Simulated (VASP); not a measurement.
# MgO (I4mm) in VASP: notebook

The runs below take MgO through single point, with r2SCAN.

Everything below comes from runs of VASP 6.6.1. Logs are shortened: lines on timing, memory, paths and dates and some standing lists are left out, and cuts for length are marked.

### Step 1. The cell of the first run

It takes space group I4mm (No. 107, tetragonal). Conventional cell: a = 3.020 Å, b = 3.020 Å, c = 4.270 Å, α = 90.00°, β = 90.00°, γ = 90.00°. Mg (site symmetry 4mm) has 1 O at 1.54 Å within 2.0 Å. Within 2.0 Å of O (site symmetry 4mm) lie 1 Mg at 1.54 Å.

### Step 2. Single point, r2SCAN (atom 2 (O) moved by (+0.000, -0.600) A along [1 1 0] and z)

The input, POSCAR:

```
MgO
1.0
    0.0000000000      2.1351500000      2.1351500000
    2.1351500000      0.0000000000      2.1351500000
    2.1351500000      2.1351500000      0.0000000000
Mg O
1 1
Direct
    0.0000000000      0.0000000000      0.0000000000
    0.3594946491      0.3594946491      0.6405053509
```

The input, INCAR.step1:

```
SYSTEM = MgO
PREC = Accurate
ENCUT = 520
ISMEAR = 0
SIGMA = 0.05
LREAL = .FALSE.
LASPH = .TRUE.
NELM = 100
NBANDS = 11
GGA = PE
ALGO = Normal
EDIFF = 1E-4
LWAVE = .TRUE.
LCHARG = .FALSE.
```

The input, INCAR.step2:

```
SYSTEM = MgO
PREC = Accurate
ENCUT = 520
EDIFF = 1E-6
ISMEAR = 0
SIGMA = 0.05
LREAL = .FALSE.
LASPH = .TRUE.
NELM = 100
ALGO = Normal
ISIF = 2
LWAVE = .FALSE.
LCHARG = .FALSE.
METAGGA = R2SCAN
LMIXTAU = .TRUE.
NBANDS = 11
ISTART = 1
```

The input, KPOINTS:

```
regular mesh
0
G
  10 10 10
  0 0 0
```

Potentials or basis: VASP PAW PBE potentials, release 64 (Mg, O).

Started as:

```console
$ cat potpaw_PBE.64/Mg/POTCAR potpaw_PBE.64/O/POTCAR > POTCAR
$ cp INCAR.step1 INCAR
$ mpirun -np 1 vasp_std > vasp.out
$ cp INCAR.step2 INCAR
$ mpirun -np 1 vasp_std > vasp.out
```

OUTCAR:

```text
SYSTEM = MgO
   PREC = Accurate
   ENCUT = 520
   EDIFF = 1E-6
   ISMEAR = 0
   LREAL = .FALSE.
   LASPH = .TRUE.
   NELM = 100
   ISIF = 2
   METAGGA = R2SCAN
   ISTART = 1

 ion  position               nearest neighbor table
   1  0.000  0.000  0.000-   2 1.54   2 2.22   2 2.22   2 2.22   2 2.22   2 2.74
   2  0.359  0.359  0.641-   1 1.54   1 2.22   1 2.22   1 2.22   1 2.22   1 2.74

  LATTYP: Found a face centered cubic cell.
 ALAT       =     4.2703000000

  Lattice vectors:

 A1 = (   0.0000000000,   2.1351500000,   2.1351500000)
 A2 = (   2.1351500000,   0.0000000000,   2.1351500000)
 A3 = (   2.1351500000,   2.1351500000,   0.0000000000)

Analysis of symmetry for initial positions (statically):
=====================================================================
 Subroutine PRICEL returns:
 Original cell was already a primitive cell.

 Routine SETGRP: Setting up the symmetry group for a
 face centered cubic supercell.

 Subroutine GETGRP returns: Found  8 space group operations
 (whereof  8 operations were pure point group operations)
 out of a pool of 48 trial point group operations.

The static configuration has the point symmetry C_4v.

Analysis of symmetry for dynamics (positions and initial velocities):
=====================================================================
 Subroutine PRICEL returns:
 Original cell was already a primitive cell.

 Routine SETGRP: Setting up the symmetry group for a
 face centered cubic supercell.

 Subroutine GETGRP returns: Found  8 space group operations
 (whereof  8 operations were pure point group operations)
 out of a pool of 48 trial point group operations.

The dynamic configuration has the point symmetry C_4v.

 Subroutine INISYM returns: Found  8 space group operations
 (whereof  8 operations are pure point group operations),
 and found     1 'primitive' translations

----------------------------------------------------------------------------------------

                                     Primitive cell

  volume of cell :      19.4677

  direct lattice vectors                    reciprocal lattice vectors
     0.000000000  2.135150000  2.135150000    -0.234175585  0.234175585  0.234175585
     2.135150000  0.000000000  2.135150000     0.234175585 -0.234175585  0.234175585
     2.135150000  2.135150000  0.000000000     0.234175585  0.234175585 -0.234175585

  length of vectors
     3.019558088  3.019558088  3.019558088     0.405604011  0.405604011  0.405604011

  position of ions in fractional coordinates (direct lattice)
     0.000000000  0.000000000  0.000000000
     0.359494649  0.359494649  0.640505351

  ion indices of the primitive-cell ions
   primitive index   ion index
                 1           1
                 2           2

----------------------------------------------------------------------------------------

 KPOINTS: regular mesh

Automatic generation of k-mesh.
 Grid dimensions read from file:
 generate k-points for:   10   10   10

 Generating k-lattice:

  Cartesian coordinates                     Fractional coordinates (reciprocal lattice)
    -0.023417558  0.023417558  0.023417558     0.100000000  0.000000000  0.000000000
     0.023417558 -0.023417558  0.023417558     0.000000000  0.100000000  0.000000000
     0.023417558  0.023417558 -0.023417558     0.000000000  0.000000000  0.100000000

  Length of vectors
     0.040560401  0.040560401  0.040560401

  Shift w.r.t. Gamma in fractional coordinates (k-lattice)
     0.000000000  0.000000000  0.000000000

 Subroutine IBZKPT returns following result:
 ===========================================

 Found    102 irreducible k-points:

 Following reciprocal coordinates:
            Coordinates               Weight
  0.000000  0.000000  0.000000      1.000000
  0.100000  0.000000  0.000000      8.000000
  0.200000  0.000000  0.000000      8.000000
  0.300000  0.000000  0.000000      8.000000
  0.400000  0.000000  0.000000      8.000000
  0.500000  0.000000  0.000000      4.000000
[... 16 lines left out ...]
 -0.100000  0.100000  0.000000      4.000000
  0.000000 -0.100000  0.100000      8.000000
 [... further k-points ...]
   k-points           NKPTS =    102   k-points in BZ     NKDIM =    102   number of bands    NBANDS=     11
   number of dos      NEDOS =    301   number of ions     NIONS =      2
   total plane-waves  NPLWV =  13824
   dimension x,y,z NGX =    24 NGY =   24 NGZ =   24
   dimension x,y,z NGXF=    48 NGYF=   48 NGZF=   48
   ions per type =               1   1
   NGX,Y,Z   is equivalent  to a cutoff of  13.21, 13.21, 13.21 a.u.
   NGXF,Y,Z  is equivalent  to a cutoff of  26.43, 26.43, 26.43 a.u.
 SYSTEM =  MgO
   PREC   = accura    normal or accurate (medium, high low for compatibility)
   ISTART =      1    job   : 0-new  1-cont  2-samecut
   ICHARG =      0    charge: 1-file 2-atom 10-const
   ISPIN  =      1    spin polarized calculation?
   LNONCOLLINEAR =      F non collinear calculations
   LSORBIT =      F    spin-orbit coupling
   LASPH  =      T    aspherical Exc in radial PAW
   ENCUT  =  520.0 eV  38.22 Ry    6.18 a.u.   5.61  5.61  5.61*2*pi/ulx,y,z
   NELM   =    100;   NELMIN=  2; NELMDL=  0     # of ELM steps
   EDIFF  = 0.1E-05   stopping-criterion for ELM
   LREAL  =      F    real-space projection
[... 7 lines left out ...]
   TEBEG  =    0.0;   TEEND  =   0.0 temperature during run
   PSTRESS=    0.0 pullay stress
   NELECT =       8.0000    total number of electrons
   NUPDOWN=      -1.0000    fix difference up-down
   EMIN   =  10.00;   EMAX   =-10.00  energy-range for DOS
   EFERMI =   0.00;   METHOD = LEGACY
   ISMEAR =     0;   SIGMA  =   0.05  broadening in eV -4-tet -1-fermi 0-gaus
   EFERMI_NEDOS =   21; number of points for ismear=-14 and -15
   IALGO  =     38    algorithm
   IMIX   =      4    mixing-type and parameters
     AMIX     =   0.40;   BMIX     =  1.00
     AMIX_MAG =   1.60;   BMIX_MAG =  1.00
  volume/ion in A,a.u.               =       9.73        65.69
  Fermi-wavevector in a.u.,A,eV,Ry     =   1.217119  2.300022 20.155386  1.481379
  Thomas-Fermi vector in A             =   2.352450
   LORBIT       =      0    0 simple, 1 ext, 2 COOP (PROOUT), +10 PAW based schemes
   METAGGA = R2SCAN    functional components
   LHFCALC =     F    Hartree Fock is set to
   AEXX    =    0.0000 exact exchange contribution
   IVDW    =     0    specifies the selected vdW correction
   LEPSILON=     F    determine dielectric tensor
   LRPA    =     F    only Hartree local field effects (RPA)
 non-spin polarized calculation
 Gauss-broadening in eV      SIGMA  =   0.05
  energy-cutoff  :      520.00
  volume of cell :       19.47
 maximum number of plane-waves:       544
   NGX = 11   NGY = 11   NGZ = 11

 number of electron       8.0000000 magnetization

 Free energy of the ion-electron system (eV)
  ---------------------------------------------------
  ext. energy  EPLUGINS =         0.00000000
  ---------------------------------------------------
  free energy    TOTEN  =       -13.88308231 eV

  energy without entropy =      -13.88308231  energy(sigma->0) =      -13.88308231

 E-fermi :   2.4338     XC(G=0): -11.2389

 val. band max:        2.1487837667   @ k =   0.0000   0.1000   0.1000
 cond. band min:       7.2864975236   @ k =   0.0000   0.0000   0.0000
 fundamental gap:      5.1377137568
 Fermi energy:         2.4337734460

 k-point     1 :       0.0000    0.0000    0.0000
  band No.  band energies     occupation
      1     -15.6369      2.00000
      2       2.0313      2.00000
      3       2.0926      2.00000
      4       2.0926      2.00000
      5       7.2865      0.00000
      6      19.6791      0.00000
      7      20.2859      0.00000
      8      20.2859      0.00000
      9      22.2599      0.00000
     10      24.9299      0.00000
     11      25.6043      0.00000

 k-point     2 :       0.1000    0.0000    0.0000
  band No.  band energies     occupation
      1     -15.5464      2.00000
      2       1.4169      2.00000
      3       2.0550      2.00000
      4       2.1333      2.00000
      5       7.8571      0.00000
      6      18.1501      0.00000
      7      20.2223      0.00000
      8      20.3828      0.00000
      9      23.8288      0.00000
     10      24.0097      0.00000
     11      25.0508      0.00000

 k-point     3 :       0.2000    0.0000    0.0000
  band No.  band energies     occupation
      1     -15.3000      2.00000
      2       0.2857      2.00000
      3       1.9580      2.00000
      4       2.0377      2.00000
      5       9.0544      0.00000
      6      16.3056      0.00000
      7      20.1757      0.00000
      8      20.3213      0.00000
      9      23.6235      0.00000
     10      23.6921      0.00000
     11      26.1013      0.00000

 k-point     4 :       0.3000    0.0000    0.0000
  band No.  band energies     occupation
      1     -14.9740      2.00000
      2      -0.8458      2.00000
      3       1.8412      2.00000
      4       1.9101      2.00000
      5      10.1774      0.00000
      6      15.1471      0.00000
      7      19.8186      0.00000
      8      19.9536      0.00000
      9      23.5366      0.00000
     10      24.5672      0.00000
     11      26.3350      0.00000

 k-point     5 :       0.4000    0.0000    0.0000
  band No.  band energies     occupation
      1     -14.6896      2.00000
      2      -1.6634      2.00000
      3       1.7490      2.00000
      4       1.8085      2.00000
      5      10.7991      0.00000
      6      14.7200      0.00000
      7      19.3472      0.00000
      8      19.8186      0.00000
      9      23.2723      0.00000
     10      26.2129      0.00000
     11      27.0715      0.00000
[... 211 lines left out ...]
 k-point    21 :      -0.2000    0.1000    0.0000
  band No.  band energies     occupation
      1     -15.1346      2.00000
      2      -0.2955      2.00000
      3       1.8252      2.00000
      4       1.9675      2.00000
      5       9.9521      0.00000
      6      15.4572      0.00000
      7      19.1190      0.00000
      8      20.1818      0.00000
      9      22.8471      0.00000
     10      24.6483      0.00000
     11      27.8936      0.00000

 k-point    22 :       0.0000   -0.2000    0.1000
  band No.  band energies     occupation
      1     -15.1314      2.00000
      2      -0.1038      2.00000
      3       1.5560      2.00000
      4       2.0167      2.00000
      5       9.7385      0.00000
      6      15.7606      0.00000
      7      18.7719      0.00000
      8      21.2654      0.00000
      9      23.4412      0.00000
     10      24.6782      0.00000
     11      25.9253      0.00000

 k-point    23 :      -0.1000    0.1000    0.0000
  band No.  band energies     occupation
      1     -15.4054      2.00000
      2       0.6830      2.00000
      3       2.0408      2.00000
      4       2.0516      2.00000
      5       8.7177      0.00000
      6      16.8831      0.00000
      7      19.7658      0.00000
      8      20.4385      0.00000
      9      22.7894      0.00000
     10      24.3955      0.00000
     11      26.0429      0.00000

 k-point    24 :       0.0000   -0.1000    0.1000
  band No.  band energies     occupation
      1     -15.4038      2.00000
      2       0.8677      2.00000
      3       1.8072      2.00000
      4       2.1117      2.00000
      5       8.5743      0.00000
      6      17.0039      0.00000
      7      19.6537      0.00000
      8      20.8338      0.00000
      9      23.5368      0.00000
     10      24.7212      0.00000
     11      25.3189      0.00000

 [... further k-points ...]
[... 5 lines left out ...]
  --------------------------------------------------------------------------------------
  -------------------------------------------------------------------------------------
  Total       -1.4772811     -1.4772811     19.1785325      0.0000000     -0.0000000      0.0000000
  in kB     -121.5789945   -121.5789945   1578.3771580      0.0000000     -0.0000000      0.0000000
  external PRESSURE =     445.0730564 kB  Pullay stress =       0.0000000 kB

 VOLUME and BASIS-vectors are now :
 -----------------------------------------------------------------------------
  energy-cutoff  :      520.00
  volume of cell :       19.47
      direct lattice vectors                 reciprocal lattice vectors
     0.000000000  2.135150000  2.135150000    -0.234175585  0.234175585  0.234175585
     2.135150000  0.000000000  2.135150000     0.234175585 -0.234175585  0.234175585
     2.135150000  2.135150000  0.000000000     0.234175585  0.234175585 -0.234175585

 POSITION                                       TOTAL-FORCE (eV/Angst)
 -----------------------------------------------------------------------------------
      0.00000      0.00000      0.00000         0.000000      0.000000    -13.493538
      2.13515      2.13515      1.53515         0.000000      0.000000     13.493538
 -----------------------------------------------------------------------------------
    total drift:                                0.000002      0.000002      0.000396

  FREE ENERGIE OF THE ION-ELECTRON SYSTEM (eV)
  ---------------------------------------------------
  free  energy   TOTEN  =       -13.8830823050 eV

  energy  without entropy=      -13.8830823050  energy(sigma->0) =      -13.88308231
```

It took 60 s on 1 thread of Intel Xeon Platinum 8124M at 3.00GHz (Skylake/Cascade Lake), shared host; peak memory 0.16 GiB.

Results:

- Free energy: -13.8831 eV
- Pressure: 44.5 GPa
- Largest force: 13.494 eV/Å
- Band gap on the k mesh: 5.14 eV, indirect (least direct gap 5.19 eV)

Forces on the atoms (eV/Å):
```
Mg    0.000   0.000 -13.494
O     0.000   0.000  13.494
```

Levels at points of the mesh, in eV from the valence-band top:
```tsv
k point	band 2	band 3	band 4	band 5	band 6	band 7
(0.00, 0.00, 0.00)	-0.12	-0.06	-0.06	5.14	17.53	18.14
(0.50, 0.00, 0.00)	-4.11	-0.43	-0.38	8.80	12.52	17.02
(0.50, 0.50, 0.00)	-3.12	-1.11	-1.11	9.26	10.31	13.74
(0.00, 0.50, 0.50)	-3.67	-1.43	-0.92	9.67	11.09	14.10
```

Caveat: the cell differs from its parent crystal (atom 2 (O) moved by (+0.000, -0.600) A along [1 1 0] and z); the PAW data sets were made with another functional, which shifts forces and pressure a little. A k mesh can miss the band edges.

(Continued in part 2 of 2.)
